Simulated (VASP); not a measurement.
A run of VASP 6.6.1:

File INCAR:

```
PREC = Accurate ; ENCUT = 1000
EDIFF = 1E-6 ; ISMEAR = -1
SIGMA = 0.02 ; LREAL = Auto
LASPH = True ; NELM = 120
ALGO = Normal ; ISIF = 2
LWAVE = False ; LCHARG = True
GGA = PS ; LELF = True
LVHAR = True ; NBANDS = 63
GGA_COMPAT = False
```

File KPOINTS:

```
regular mesh
0
Gamma
  1 1 1
```

POSCAR

```
H2CSO
1.0
    7.9817290000      0.0000000000      0.0000000000
    0.0000000000      7.9817290000      0.0000000000
    0.0000000000      0.0000000000      7.9817290000
O C S H
5 5 5 10
Direct
    0.8189203116      0.2235856417      0.1354217864
    0.5290833603      0.0240298812      0.6440960348
    0.3340003150      0.6837240402      0.3872970380
   -0.0076549830      0.2447214131      0.6685393603
    0.2493695288      1.0791145628      0.8401437834
    0.8442030543      0.3553490729      0.1904224010
    0.5592397336      0.1617318754      0.5992185402
    0.3937492741      0.7603615708      0.2790372863
    0.0709620685      0.3540210398      0.7228133153
    0.1454196202      0.9831704384      0.8077698454
    0.9038267273      0.5298225485      0.2594550629
    0.5961866157      0.3476314468      0.5433910372
    0.4680940683      0.8681577638      0.1331165215
    0.1667307923      0.5088747062      0.8049007928
   -0.0022175646      0.8521211382      0.7936375690
   -0.0770008603      0.9079736984      0.4574823325
   -0.0469823017      0.8612419690      0.3747433670
    0.1899964281      0.2440699252      0.1569960594
    0.2434184373      0.1585370789      0.1736716443
    0.4172654822      0.4686453273      0.1131960256
    0.3443364213      0.4756362938      0.0493126239
    0.6598445024      0.7696703308      0.5498307447
    0.6765576732      0.7369080058      0.6422543286
    0.6192893795      0.6039418276      0.8687716659
    0.6342610730      0.5216163064      0.9159043110
```

Potentials or basis: VASP PAW PBE potentials, release 64 (O_h, C_h, S, H_h).

The run is started by

```sh
$ cat potpaw_PBE.64/O_h/POTCAR potpaw_PBE.64/C_h/POTCAR potpaw_PBE.64/S/POTCAR potpaw_PBE.64/H_h/POTCAR > POTCAR
$ mpirun -np 1 vasp_gam > vasp.out
```

Hardware: 1 thread of AMD EPYC 7R43 64-Core Processor (Zen 3), with other jobs on the host.

Task: How long does it take, and how much memory?

Result: Run time: 4.8 min on 1 thread of AMD EPYC 7R43 64-Core Processor (Zen 3) (shared host), peak memory 1 GiB. Counts: scf iterations 17, k points 1.
